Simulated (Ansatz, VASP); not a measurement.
**ZrO2 in VASP and in Ansatz**

INCAR

```
PREC = Accurate
ENCUT = 600
EDIFF = 1E-6
ISMEAR = 0
SIGMA = 0.02
LREAL = F
LASPH = T
NELM = 120
ALGO = Normal
ISIF = 2
LWAVE = F
LCHARG = F
GGA = PE
NBANDS = 33
GGA_COMPAT = F
```

The input KPOINTS:

```
regular mesh
0
Gamma
  6 6 4
```

The input POSCAR:

```
ZrO2
1.0
    3.6204895726      0.0000000000      0.0000000000
    0.0000000000      3.6204895726      0.0000000000
    0.0000000000      0.0000000000      5.2787090336
Zr O
2 4
Direct
    0.5000000000      0.5000000000      0.5000000000
    0.0000000000      0.0000000000      0.0000000000
    0.0000000000      0.5000000000      0.6933492620
    0.5000000000      0.0000000000      0.8066507380
    0.5000000000      0.0000000000      0.3066507380
    0.0000000000      0.5000000000      0.1933492620
```

Input for Ansatz:

```yaml
crystal:
  lattice:
    - [3.6204895726, 0.0, 0.0]
    - [0.0, 3.6204895726, 0.0]
    - [0.0, 0.0, 5.2787090336]
  atoms:
    - { symbol: Zr, position: [0.5, 0.5, 0.5] }
    - { symbol: Zr, position: [0.0, 0.0, 0.0] }
    - { symbol: O, position: [0.0, 0.5, 0.693349262] }
    - { symbol: O, position: [0.5, 0.0, 0.806650738] }
    - { symbol: O, position: [0.5, 0.0, 0.306650738] }
    - { symbol: O, position: [0.0, 0.5, 0.193349262] }
basis:
  ecutwfc: 420
kpoints:
  mp_grid: { grid: [6, 6, 4] }
  band_path: { path: [VBM, CBM], npoints: 2 }
hamiltonian:
  xc: pbe
scf:
  occupations: { method: gaussian, width: 0.02 }
output:
  forces: true
  stress: true
  eigenvalues: true
checkpoint:
  read: start.run
  write: ck
  compress: false
  write_wavefunctions: false
  write_every: 100000
```

Alike in both runs: task single point; functional PBE; k mesh 6 × 6 × 4; occupations gaussian, width 0.02 eV; no spin polarisation.

|  | VASP | Ansatz |
| --- | --- | --- |
| version | VASP 6.6.1 | Ansatz 0.2.0 |
| potentials or method | VASP PAW PBE potentials, release 64 (Zr_sv, O), cutoff 600 eV | scalar-relativistic, plane waves, PAW |
| valence electrons in the cell | 48 | 48 |

```csv
,VASP,Ansatz,Ansatz less VASP
gap on the k mesh at the Fermi level (eV),4.05,4.05,+0.006
least direct gap on the mesh (eV),4.12,4.13,+0.005
pressure (GPa),0.2,0.1,-0.09
"traceless stress, the component that is largest in VASP (GPa)",-0.07,0.02,+0.083
rms of the force components (eV/Å),0.006,0.004,-0.0018
```

Atom by atom the forces differ by 0.010 eV/Å (rms over components).
